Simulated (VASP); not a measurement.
# S (I4/mmm) in VASP: a series of runs

The runs below take S through single point, with PBEsol.

Everything below comes from runs of VASP 6.6.1. Logs are shortened: lines on timing, memory, paths and dates and some standing lists are left out, and cuts for length are marked.

## Step 1: The cell of the first run

It takes space group I4/mmm (No. 139, tetragonal). Conventional cell: a = 2.820 Å, b = 2.820 Å, c = 4.029 Å, α = 90.00°, β = 90.00°, γ = 90.00°. Within 3.7 Å of S (site symmetry 4/mmm) lie 12 S at 2.82 to 2.83 Å.

This isn't the form of S at room conditions, which is orthorhombic, of S8 rings.

## Step 2: Single point, PBEsol (strain +0.0100 x Voigt [0, 0, 1, 0, 0, 0])

The input, INCAR:

```
SYSTEM = S
ALGO = Normal
EDIFF = 1E-6
ENCUT = 520
GGA = PS
ISIF = 2
ISMEAR = 0
LASPH = .True.
LCHARG = .True.
LELF = .True.
LREAL = .False.
LVHAR = .True.
LWAVE = .False.
NBANDS = 9
NELM = 60
PREC = Accurate
SIGMA = 0.15
```

The input, KPOINTS:

```
k-points
0
Gamma
  20 20 20
  0 0 0
```

The input, POSCAR:

```
S
1.0
    0.0000000000      1.9943503440      2.0142938474
    1.9943503440      0.0000000000      2.0142938474
    1.9943503440      1.9943503440      0.0000000000
S
1
Direct
    0.0000000000      0.0000000000      0.0000000000
```

Potentials or basis: VASP PAW PBE potentials, release 64 (S).

Started as:

```sh
> cat potpaw_PBE.64/S/POTCAR > POTCAR
> mpirun -np 1 vasp_std > vasp.out
```

OUTCAR:

```text
SYSTEM = S
   EDIFF = 1E-6
   ENCUT = 520
   GGA = PS
   ISIF = 2
   ISMEAR = 0
   LASPH = .True.
   LREAL = .False.
   NELM = 60
   PREC = Accurate

 ion  position               nearest neighbor table
   1  0.000  0.000  0.000-

  LATTYP: Found a body centered tetragonal cell.
 ALAT       =     2.8204373046
 C/A-ratio  =     1.4283556980

  Lattice vectors:

 A1 = (  -1.9943503440,   0.0000000000,   2.0142938474)
 A2 = (   1.9943503440,   0.0000000000,   2.0142938474)
 A3 = (   0.0000000000,   1.9943503440,  -2.0142938474)

Analysis of symmetry for initial positions (statically):
=====================================================================
 Subroutine PRICEL returns:
 Original cell was already a primitive cell.

 Routine SETGRP: Setting up the symmetry group for a
 body centered tetragonal supercell.

 Subroutine GETGRP returns: Found 16 space group operations
 (whereof 16 operations were pure point group operations)
 out of a pool of 16 trial point group operations.

The static configuration has the point symmetry D_4h.

Analysis of symmetry for dynamics (positions and initial velocities):
=====================================================================
 Subroutine PRICEL returns:
 Original cell was already a primitive cell.

 Routine SETGRP: Setting up the symmetry group for a
 body centered tetragonal supercell.

 Subroutine GETGRP returns: Found 16 space group operations
 (whereof 16 operations were pure point group operations)
 out of a pool of 16 trial point group operations.

The dynamic configuration has the point symmetry D_4h.

 Subroutine INISYM returns: Found 16 space group operations
 (whereof 16 operations are pure point group operations),
 and found     1 'primitive' translations

----------------------------------------------------------------------------------------

                                     Primitive cell

  volume of cell :      16.0234

  direct lattice vectors                    reciprocal lattice vectors
     0.000000000  1.994350344  2.014293847    -0.250708208  0.250708208  0.248225948
     1.994350344  0.000000000  2.014293847     0.250708208 -0.250708208  0.248225948
     1.994350344  1.994350344  0.000000000     0.250708208  0.250708208 -0.248225948

  length of vectors
     2.834574571  2.834574571  2.820437305     0.432810966  0.432810966  0.432810966

  position of ions in fractional coordinates (direct lattice)
     0.000000000  0.000000000  0.000000000

  ion indices of the primitive-cell ions
   primitive index   ion index
                 1           1

----------------------------------------------------------------------------------------

 KPOINTS: k-points

Automatic generation of k-mesh.
 Grid dimensions read from file:
 generate k-points for:   20   20   20

 Generating k-lattice:

  Cartesian coordinates                     Fractional coordinates (reciprocal lattice)
    -0.012535410  0.012535410  0.012411297     0.050000000  0.000000000  0.000000000
     0.012535410 -0.012535410  0.012411297     0.000000000  0.050000000  0.000000000
     0.012535410  0.012535410 -0.012411297    -0.000000000 -0.000000000  0.050000000

  Length of vectors
     0.021640548  0.021640548  0.021640548

  Shift w.r.t. Gamma in fractional coordinates (k-lattice)
     0.000000000  0.000000000  0.000000000

 Subroutine IBZKPT returns following result:
 ===========================================

 Found    641 irreducible k-points:

 Following reciprocal coordinates:
            Coordinates               Weight
  0.000000  0.000000  0.000000      1.000000
  0.050000  0.000000  0.000000      8.000000
  0.100000  0.000000  0.000000      8.000000
  0.150000  0.000000  0.000000      8.000000
  0.200000  0.000000  0.000000      8.000000
  0.250000  0.000000  0.000000      8.000000
[... 16 lines left out ...]
 -0.400000  0.050000  0.000000      8.000000
 -0.350000  0.050000  0.000000      8.000000
 [... further k-points ...]
   k-points           NKPTS =    641   k-points in BZ     NKDIM =    641   number of bands    NBANDS=      9
   number of dos      NEDOS =    301   number of ions     NIONS =      1
   total plane-waves  NPLWV =  13824
   dimension x,y,z NGX =    24 NGY =   24 NGZ =   24
   dimension x,y,z NGXF=    48 NGYF=   48 NGZF=   48
   ions per type =               1
   NGX,Y,Z   is equivalent  to a cutoff of  14.08, 14.08, 14.15 a.u.
   NGXF,Y,Z  is equivalent  to a cutoff of  28.15, 28.15, 28.29 a.u.
 SYSTEM =  S
   PREC   = accura    normal or accurate (medium, high low for compatibility)
   ISTART =      0    job   : 0-new  1-cont  2-samecut
   ICHARG =      2    charge: 1-file 2-atom 10-const
   ISPIN  =      1    spin polarized calculation?
   LNONCOLLINEAR =      F non collinear calculations
   LSORBIT =      F    spin-orbit coupling
   LASPH  =      T    aspherical Exc in radial PAW
   ENCUT  =  520.0 eV  38.22 Ry    6.18 a.u.   5.27  5.27  5.24*2*pi/ulx,y,z
   NELM   =     60;   NELMIN=  2; NELMDL= -5     # of ELM steps
   EDIFF  = 0.1E-05   stopping-criterion for ELM
   LREAL  =      F    real-space projection
   EDIFFG = 0.1E-04   stopping-criterion for IOM
   NSW    =      0    number of steps for IOM
   IBRION =     -1    ionic relax: 0-MD 1-quasi-New 2-CG
   NFREE  =      0    steps in history (QN), initial steepest desc. (CG)
   ISIF   =      2    stress and relaxation
   ISYM   =      2    0-nonsym 1-usesym 2-fastsym
   POTIM  = 0.5000    time-step for ionic-motion
   TEBEG  =    0.0;   TEEND  =   0.0 temperature during run
   PSTRESS=    0.0 pullay stress
   NELECT =       6.0000    total number of electrons
   NUPDOWN=      -1.0000    fix difference up-down
   EMIN   =  10.00;   EMAX   =-10.00  energy-range for DOS
   EFERMI =   0.00;   METHOD = LEGACY
   ISMEAR =     0;   SIGMA  =   0.15  broadening in eV -4-tet -1-fermi 0-gaus
   EFERMI_NEDOS =   21; number of points for ismear=-14 and -15
   IALGO  =     38    algorithm
   IMIX   =      4    mixing-type and parameters
     AMIX     =   0.40;   BMIX     =  1.00
     AMIX_MAG =   1.60;   BMIX_MAG =  1.00
  volume/ion in A,a.u.               =      16.02       108.13
  Fermi-wavevector in a.u.,A,eV,Ry     =   1.179976  2.229832 18.943996  1.392344
  Thomas-Fermi vector in A             =   2.316277
   LORBIT       =      0    0 simple, 1 ext, 2 COOP (PROOUT), +10 PAW based schemes
   GGA     = PS    functional components
   LHFCALC =     F    Hartree Fock is set to
   AEXX    =    0.0000 exact exchange contribution
   IVDW    =     0    specifies the selected vdW correction
   LEPSILON=     F    determine dielectric tensor
   LRPA    =     F    only Hartree local field effects (RPA)
 non-spin polarized calculation
 Gauss-broadening in eV      SIGMA  =   0.15
  energy-cutoff  :      520.00
  volume of cell :       16.02
 maximum number of plane-waves:       448
 NGX is ok and might be reduce to    24
   NGX = 11   NGY = 11   NGZ = 11

 number of electron       5.9999999 magnetization

 Free energy of the ion-electron system (eV)
  ---------------------------------------------------
  ext. energy  EPLUGINS =         0.00000000
  ---------------------------------------------------
  free energy    TOTEN  =        -3.32030365 eV

  energy without entropy =       -3.31088250  energy(sigma->0) =       -3.31559308

 E-fermi :   7.2273     XC(G=0): -11.2555

 val. band max:        7.2272979565   @ k =   0.5000   0.1500   0.1000
 cond. band min:       7.2299507286   @ k =  -0.4500   0.3000   0.0500
 fundamental gap:      0.0026527721
 Fermi energy:         7.2273428523

 k-point     1 :       0.0000    0.0000    0.0000
  band No.  band energies     occupation
      1      -9.3823      2.00000
      2      10.3807      0.00000
      3      10.3895      0.00000
      4      10.3895      0.00000
      5      19.2425      0.00000
      6      19.3748      0.00000
      7      19.3748      0.00000
      8      21.2543      0.00000
      9      24.5205      0.00000

 k-point     2 :       0.0500    0.0000    0.0000
  band No.  band energies     occupation
      1      -9.3236      2.00000
      2      10.0465      0.00000
      3      10.3369      0.00000
      4      10.3472      0.00000
      5      19.1919      0.00000
      6      19.4057      0.00000
      7      19.4787      0.00000
      8      21.4547      0.00000
      9      24.3250      0.00000

 k-point     3 :       0.1000    0.0000    0.0000
  band No.  band energies     occupation
      1      -9.1481      2.00000
      2       9.1371      0.00000
      3      10.2072      0.00000
      4      10.2301      0.00000
      5      18.8499      0.00000
      6      19.6661      0.00000
      7      19.7551      0.00000
      8      22.0547      0.00000
      9      23.9814      0.00000

 k-point     4 :       0.1500    0.0000    0.0000
  band No.  band energies     occupation
      1      -8.8584      2.00000
      2       7.8761      0.00000
      3      10.0211      0.00000
      4      10.0616      0.00000
      5      18.3828      0.00000
      6      19.9677      0.00000
      7      20.0791      0.00000
      8      22.9251      0.00000
      9      23.5075      0.00000
[... 205 lines left out ...]
 k-point    22 :      -0.4500    0.0500    0.0000
  band No.  band energies     occupation
      1      -5.3774      2.00000
      2       0.0575      2.00000
      3       8.6789      0.00000
      4       9.1560      0.00000
      5      16.8608      0.00000
      6      18.2683      0.00000
      7      18.7984      0.00000
      8      24.5797      0.00000
      9      28.2902      0.00000

 k-point    23 :      -0.4000    0.0500    0.0000
  band No.  band energies     occupation
      1      -5.8257      2.00000
      2       0.7444      2.00000
      3       8.6694      0.00000
      4       9.2802      0.00000
      5      16.9389      0.00000
      6      18.5107      0.00000
      7      18.8832      0.00000
      8      24.6858      0.00000
      9      27.1764      0.00000

 k-point    24 :      -0.3500    0.0500    0.0000
  band No.  band energies     occupation
      1      -6.4505      2.00000
      2       1.8080      2.00000
      3       8.7185      0.00000
      4       9.4391      0.00000
      5      17.0828      0.00000
      6      18.8740      0.00000
      7      19.1028      0.00000
      8      24.7872      0.00000
      9      25.8977      0.00000

 [... further k-points ...]
[... 5 lines left out ...]
  --------------------------------------------------------------------------------------
  -------------------------------------------------------------------------------------
  Total       -0.6173092     -0.6173092     -0.5291224      0.0000000     -0.0000000     -0.0000000
  in kB      -61.7245010    -61.7245010    -52.9067445      0.0000000     -0.0000000     -0.0000000
  external PRESSURE =     -58.7852489 kB  Pullay stress =       0.0000000 kB

 VOLUME and BASIS-vectors are now :
 -----------------------------------------------------------------------------
  energy-cutoff  :      520.00
  volume of cell :       16.02
      direct lattice vectors                 reciprocal lattice vectors
     0.000000000  1.994350344  2.014293847    -0.250708208  0.250708208  0.248225948
     1.994350344  0.000000000  2.014293847     0.250708208 -0.250708208  0.248225948
     1.994350344  1.994350344  0.000000000     0.250708208  0.250708208 -0.248225948

 POSITION                                       TOTAL-FORCE (eV/Angst)
 -----------------------------------------------------------------------------------
      0.00000      0.00000      0.00000         0.000000      0.000000     -0.000000
 -----------------------------------------------------------------------------------
    total drift:                                0.000000     -0.000000      0.000000

  FREE ENERGIE OF THE ION-ELECTRON SYSTEM (eV)
  ---------------------------------------------------
  free  energy   TOTEN  =        -3.3203036489 eV

  energy  without entropy=       -3.3108825032  energy(sigma->0) =       -3.31559308
```

It took 26 s on 1 thread of Intel Xeon Platinum 8488C (Sapphire Rapids), shared host; peak memory 0.19 GiB.

Results:

```
Free energy            : -3.3203 eV
Pressure               : -5.9 GPa
Band gap on the k mesh : zero (bands 3 and 4 overlap by 5.70 eV)
```

Levels at points of the mesh, in eV from the Fermi level:
```csv
k point,band 1,band 2,band 3,band 4,band 5,band 6
"(0.00, 0.00, 0.00)",-16.61,3.15,3.16,3.16,12.02,12.15
"(0.50, 0.00, 0.00)",-12.55,-7.36,1.81,1.95,9.34,11.22
"(0.50, 0.50, 0.00)",-11.01,-6.42,-0.74,-0.74,5.39,5.93
"(0.50, 0.00, 0.50)",-10.88,-6.34,-0.91,-0.82,5.25,5.85
```

Caveat: the cell differs from its parent crystal (strain +0.0100 x Voigt [0, 0, 1, 0, 0, 0]); the cell stands under tension; the PAW data sets were made with another functional, which shifts forces and pressure a little.

## Step 3: Single point, PBEsol (strain +0.0300 x Voigt [0, 0, 1, 0, 0, 0])

The input, INCAR:

```
PREC = Accurate
ENCUT = 520
EDIFF = 1E-7
ISMEAR = 0
SIGMA = 0.15
LREAL = False
LASPH = True
NELM = 60
ALGO = Normal
ISIF = 2
LWAVE = False
LCHARG = False
GGA = PS
NBANDS = 9
```

The input, KPOINTS:

```
regular mesh
0
Gamma
  20 20 20
```

The input, POSCAR:

```
S
1.0
    0.0000000000      1.9943503440      2.0541808543
    1.9943503440      0.0000000000      2.0541808543
    1.9943503440      1.9943503440      0.0000000000
S
1
Direct
    0.0000000000      0.0000000000      0.0000000000
```

Potentials or basis: VASP PAW PBE potentials, release 64 (S).

Started as:

```sh
> cat potpaw_PBE.64/S/POTCAR > POTCAR
> mpirun -np 1 vasp_std > vasp.out
```

Run time: 32 s. Hardware: 1 thread of Intel Xeon Platinum 8488C (Sapphire Rapids), shared host; peak memory 0.19 GiB.

Results (log left out):

| Quantity | Value |
| --- | --- |
| Free energy | -3.3097 eV |
| Pressure | -7.2 GPa |
| Band gap on the k mesh | zero (bands 3 and 4 overlap by 5.56 eV) |

Stress tensor (GPa, compression positive):
```
-8.01  0.00  0.00
 0.00 -8.01  0.00
 0.00  0.00 -5.51
```

Levels at points of the mesh, in eV from the Fermi level:
| k point | band 1 | band 2 | band 3 | band 4 | band 5 | band 6 |
| --- | --- | --- | --- | --- | --- | --- |
| (0.00, 0.00, 0.00) | -16.42 | 3.03 | 3.06 | 3.06 | 11.84 | 12.23 |
| (0.50, 0.00, 0.00) | -12.49 | -7.20 | 1.61 | 2.01 | 9.22 | 11.09 |
| (0.50, 0.50, 0.00) | -11.17 | -6.37 | -0.56 | -0.56 | 5.62 | 6.11 |
| (0.50, 0.00, 0.50) | -10.80 | -6.15 | -1.07 | -0.79 | 5.21 | 5.88 |

Caveat: the cell differs from its parent crystal (strain +0.0300 x Voigt [0, 0, 1, 0, 0, 0]); the cell stands under tension; the PAW data sets were made with another functional, which shifts forces and pressure a little.

## Step 4: Single point, PBEsol (strain +0.0400 x Voigt [0, 0, 1, 0, 0, 0])

The input, INCAR:

```
SYSTEM = S
PREC = Accurate
ENCUT = 520
EDIFF = 1E-6
ISMEAR = 0
SIGMA = 0.15
LREAL = .FALSE.
LASPH = .TRUE.
NELM = 60
ALGO = Normal
ISIF = 2
LWAVE = .FALSE.
LCHARG = .FALSE.
GGA = PS
NBANDS = 9
```

The input, KPOINTS:

```
Automatic mesh
0
G
  20 20 20
  0 0 0
```

The input, POSCAR:

```
S
1.0
    0.0000000000      1.9943503440      2.0741243578
    1.9943503440      0.0000000000      2.0741243578
    1.9943503440      1.9943503440      0.0000000000
S
1
Direct
    0.0000000000      0.0000000000      0.0000000000
```

Started as:

```sh
> cat potpaw_PBE.64/S/POTCAR > POTCAR
> mpirun -np 1 vasp_std > vasp.out
```

It took 26 s on 1 thread of Intel Xeon Platinum 8488C (Sapphire Rapids), shared host; peak memory 0.19 GiB.

The run converged. Its results:

```yaml
Free_energy: -3.3043 eV
Pressure: -7.8 GPa
Band_gap_on_the_k_mesh: zero (bands 3 and 4 overlap by 5.49 eV)
```

Stress tensor (GPa, compression positive):
```
-8.86  0.00  0.00
 0.00 -8.86  0.00
 0.00  0.00 -5.67
```

Levels at points of the mesh, in eV from the Fermi level:
```
           k point  band 1  band 2  band 3  band 4  band 5  band 6  band 7  band 8
(0.00, 0.00, 0.00)  -16.33    2.96    3.01    3.01   11.75   12.27   12.27   13.57
(0.50, 0.00, 0.00)  -12.46   -7.12    1.51    2.03    9.14   11.05   11.70   16.80
(0.50, 0.50, 0.00)  -11.25   -6.35   -0.48   -0.48    5.73    6.20   21.71   22.91
(0.50, 0.00, 0.50)  -10.76   -6.06   -1.15   -0.78    5.19    5.90   21.48   22.28
```

Caveat: the cell differs from its parent crystal (strain +0.0400 x Voigt [0, 0, 1, 0, 0, 0]); the cell stands under tension; the PAW data sets were made with another functional, which shifts forces and pressure a little.

## Step 5: The runs side by side

| cell | gap on the mesh (eV) | pressure (GPa) |
| --- | --- | --- |
| a = 2.835, b = 2.835, c = 2.820 Å, angles 60.2, 60.2, 59.7°, 1 atom | none | -5.9 |
| a = 2.863, b = 2.863, c = 2.820 Å, angles 60.5, 60.5, 59.0°, 1 atom | none | -7.2 |
| a = 2.877, b = 2.877, c = 2.820 Å, angles 60.7, 60.7, 58.7°, 1 atom | none | -7.8 |

Alike in all rows: task single point; level PBEsol; potentials or basis VASP PAW PBE potentials, release 64 (S); no spin polarisation; k mesh 20 × 20 × 20; cutoff (eV) 520; smearing gaussian 0.15 eV.

Caveats: the cell stands under tension; the PAW data sets were made with another functional, which shifts forces and pressure a little.

Total energies depend on the potentials used, so only differences within one code and one set of settings carry meaning.
